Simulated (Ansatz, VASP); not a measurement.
**AlFe3 in VASP and in Ansatz**

```
Al Fe
1.0
     0.00000    2.75278    3.17586
     2.75278    0.00000    3.17586
     2.75278    2.75278    0.00000
Al Fe
1 3
Direct
  0.00000 0.00000 0.00000
  0.50000 0.50000 0.50000
  0.25000 0.25000 0.25000
  0.75000 0.75000 0.75000
```

Change from the starting cell: stretched by +10 % along [0.0, 0.0, 1.0] at fixed volume; anisotropy by the force theorem, datasets made for the crystal.

Alike in both runs: task single point; functional LDA; k mesh 8 × 8 × 8; occupations fermi-dirac, width 0.1 eV; collinear spin.

```csv
,VASP,Ansatz
version,VASP 6.6.1,Ansatz 0.2.0
potentials or method,"VASP PAW LDA potentials, release 64 (Al, Fe), cutoff 520 eV","all-electron PAW with datasets made for the crystal, scalar-relativistic"
```

```csv
,VASP,Ansatz,Ansatz less VASP
net moment per atom (μB),1.48,1.53,+0.043
size of the moment on the site where the two differ most (μB),1.88,1.97,+0.091
```

LDA's correlation is that of Perdew and Zunger in VASP and of Perdew and Wang (1992) in Ansatz. Site moments also hang on the region over which each program counts them. Ansatz ran all-electron here, and VASP with PAW potentials. Ansatz's warnings: band levels unverified.
